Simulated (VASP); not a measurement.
# CaO (sol) (Fm-3m) in VASP: a series of runs, part 2 of 2

VASP 6.6.1. Earlier steps stand in the parts before.

### 5 Relaxation of cell and atoms, PBEsol

This run uses another cell than the first one, of 14.77 Å³/atom, 1.091 times its volume.

INCAR

```
PREC     = Accurate       # precision mode
ENCUT    = 600            # plane-wave cutoff, eV
EDIFF    = 1E-7           # SCF threshold, eV
ISMEAR   = 0              # smearing method
SIGMA    = 0.1            # smearing width, eV
LREAL    = F              # projectors in reciprocal space
LASPH    = T              # aspherical terms in the spheres
NELM     = 120            # most SCF steps
ALGO     = Normal         # electronic algorithm
ISIF     = 3              # what is computed and relaxed
LWAVE    = F              # write WAVECAR
LCHARG   = F              # write CHGCAR
GGA      = PS             # functional
IBRION   = 2              # ionic algorithm
NSW      = 100            # ionic steps
EDIFFG   = -0.05          # ionic threshold
GGA_COMPAT= F            
NELMIN   = 4
```

KPOINTS

```
regular mesh
0
Gamma
  8 8 8
```

POSCAR

```
CaO
1.0
    0.0000000000      2.4535000000      2.4535000000
    2.4535000000      0.0000000000      2.4535000000
    2.4535000000      2.4535000000      0.0000000000
Ca O
1 1
Direct
    0.0000000000      0.0000000000      0.0000000000
    0.5000000000      0.5000000000      0.5000000000
```

Potentials or basis: VASP PAW PBE potentials, release 64 (Ca_sv, O).

Launch:

```bash
> cat potpaw_PBE.64/Ca_sv/POTCAR potpaw_PBE.64/O/POTCAR > POTCAR
> mpirun -np 1 vasp_std > vasp.out
```

OUTCAR:

```text
PREC = Accurate
   ENCUT = 600
   EDIFF = 1E-7
   ISMEAR = 0
   LREAL = F
   LASPH = T
   NELM = 120
   ISIF = 3
   GGA = PS
   IBRION = 2
   NSW = 100
   EDIFFG = -0.05
   NELMIN = 4

 ion  position               nearest neighbor table
   1  0.000  0.000  0.000-   2 2.45   2 2.45   2 2.45   2 2.45   2 2.45   2 2.45
   2  0.500  0.500  0.500-   1 2.45   1 2.45   1 2.45   1 2.45   1 2.45   1 2.45

  LATTYP: Found a face centered cubic cell.
 ALAT       =     4.9070000000

  Lattice vectors:

 A1 = (   0.0000000000,   2.4535000000,   2.4535000000)
 A2 = (   2.4535000000,   0.0000000000,   2.4535000000)
 A3 = (   2.4535000000,   2.4535000000,   0.0000000000)

Analysis of symmetry for initial positions (statically):
[... 267 lines left out ...]
      3     -15.8220      2.00000
      4     -15.8220      2.00000
      5     -13.1757      2.00000
      6       2.3076      2.00000
      7       2.3076      2.00000
      8       2.3076      2.00000
      9       7.0357      0.00000
     10       8.5490      0.00000
     11       8.5490      0.00000
     12       8.5490      0.00000
[... 331 lines left out ...]
 k-point    24 :      -0.3750    0.2500    0.1250
  band No.  band energies     occupation
      1     -34.8611      2.00000
      2     -16.8215      2.00000
      3     -16.0870      2.00000
      4     -15.9607      2.00000
      5     -12.1606      2.00000
      6       0.1826      2.00000
      7       1.1418      2.00000
      8       1.2081      2.00000
      9       9.0918      0.00000
     10       9.1552      0.00000
     11      11.2133      0.00000
     12      11.4073      0.00000

 [... further k-points ...]

------------------------ aborting loop because EDIFF is reached ----------------------------------------

  FORCE on cell =-STRESS in cart. coord.  units (eV):
  Direction    XX          YY          ZZ          XY          YZ          ZX
  --------------------------------------------------------------------------------------
  -------------------------------------------------------------------------------------
  Total        0.0024348      0.0024348      0.0024348      0.0000000     -0.0000000      0.0000000
  in kB        0.1433920      0.1433920      0.1433920      0.0000000     -0.0000000      0.0000000
  external PRESSURE =       0.1433920 kB  Pullay stress =       0.0000000 kB
[... 17 lines left out ...]
  FREE ENERGIE OF THE ION-ELECTRON SYSTEM (eV)
  ---------------------------------------------------
  free  energy   TOTEN  =       -13.4171338608 eV

  energy  without entropy=      -13.4171338608  energy(sigma->0) =      -13.41713386

 reached required accuracy - stopping structural energy minimisation
```

OSZICAR:

```text
N       E                     dE             d eps       ncg     rms          rms(c)
DAV:   1     0.139100743947E+03    0.13910E+03   -0.93007E+03   696   0.149E+03
DAV:   2    -0.731808304447E+01   -0.14642E+03   -0.13568E+03   820   0.349E+02
DAV:   3    -0.146102905353E+02   -0.72922E+01   -0.72227E+01   864   0.800E+01
[... 30 lines left out ...]
DAV:   5    -0.134166055012E+02   -0.45785E-04   -0.10174E-04   864   0.119E-01    0.887E-02
DAV:   6    -0.134170883997E+02   -0.48290E-03   -0.48411E-04  1116   0.137E-01    0.395E-02
DAV:   7    -0.134171337111E+02   -0.45311E-04   -0.10090E-04  1128   0.918E-02    0.555E-03
DAV:   8    -0.134171337278E+02   -0.16773E-07   -0.34383E-06  1160   0.142E-02    0.137E-03
DAV:   9    -0.134171338435E+02   -0.11565E-06   -0.41627E-07  1088   0.340E-03    0.683E-04
DAV:  10    -0.134171338608E+02   -0.17275E-07   -0.14650E-08   372   0.155E-03
   3 F= -.13417134E+02 E0= -.13417134E+02  d E =-.619561E-01
```

CONTCAR:

```text
CaO
   1.00000000000000
     0.0000000000000000    2.3871261199270695    2.3871261199270695
     2.3871261199270695    0.0000000000000000    2.3871261199270695
     2.3871261199270695    2.3871261199270695    0.0000000000000000
  Ca              O
     1     1
Direct
     0.0000000000000000    0.0000000000000000    0.0000000000000000
     0.5000000000000000    0.5000000000000000    0.5000000000000000

  0.00000000E+00  0.00000000E+00  0.00000000E+00
  0.00000000E+00  0.00000000E+00  0.00000000E+00
```

Run time: 35 s. Hardware: 1 thread of AMD EPYC 7R43 (Zen 3), shared host; peak memory 0.14 GiB.

What came out:

```
Free energy                            : -13.4171 eV
Relaxed volume                         : 13.60 Å³/atom
Relaxed cell                           : a = 3.376 Å, b = 3.376 Å, c = 3.376 Å, α = 60.00°, β = 60.00°, γ = 60.00°
Space group after relaxing (to 0.05 Å) : Fm-3m (No. 225)
Energy gained by relaxing              : 31.0 meV/atom
Ionic steps                            : 3
Pressure after relaxing                : 0.0 GPa
Band gap on the k mesh                 : 3.53 eV, indirect (least direct gap 3.90 eV)
```

Step by step:
```tsv
step	energy change (eV)	largest force (eV/Å)	pressure (GPa)	volume (Å³)
1	0.0000	0.0000	-7.91	29.54
2	-0.0556	0.0000	3.09	26.53
3	-0.0620	0.0000	0.01	27.21
```

Final structure:
```
CELL_PARAMETERS angstrom
0.00000 2.38713 2.38713
2.38713 0.00000 2.38713
2.38713 2.38713 0.00000
ATOMIC_POSITIONS crystal
Ca 0.00000 0.00000 0.00000
O 0.50000 0.50000 0.50000
```

Caveat: the PAW data sets were made with another functional, which shifts forces and pressure a little. A k mesh can miss the band edges.

### 6 Summary

```tsv
task	cell	smearing	gap on the mesh (eV)	pressure (GPa)	relaxed volume (Å³/atom)
single point	a = 3.371 Å, angles 60.0°, 2 atoms	gaussian 0.1 eV	3.52	0.5	-
single point	a = 3.370 Å, angles 60.0°, 2 atoms	gaussian 0.02 eV	3.52	0.6	-
relaxation of cell and atoms	relaxed from a = 3.371 Å, angles 60.0°, 2 atoms	gaussian 0.02 eV	3.53	0.0	13.61
relaxation of cell and atoms	relaxed from a = 3.470 Å, angles 60.0°, 2 atoms	gaussian 0.1 eV	3.53	0.0	13.60
```

Alike in all rows: level PBEsol; potentials or basis VASP PAW PBE potentials, release 64 (Ca_sv, O); no spin polarisation; k mesh 8 × 8 × 8; cutoff (eV) 600.

Caveats: the PAW data sets were made with another functional, which shifts forces and pressure a little.

Absolute energies hang on the potentials; compare differences alone.
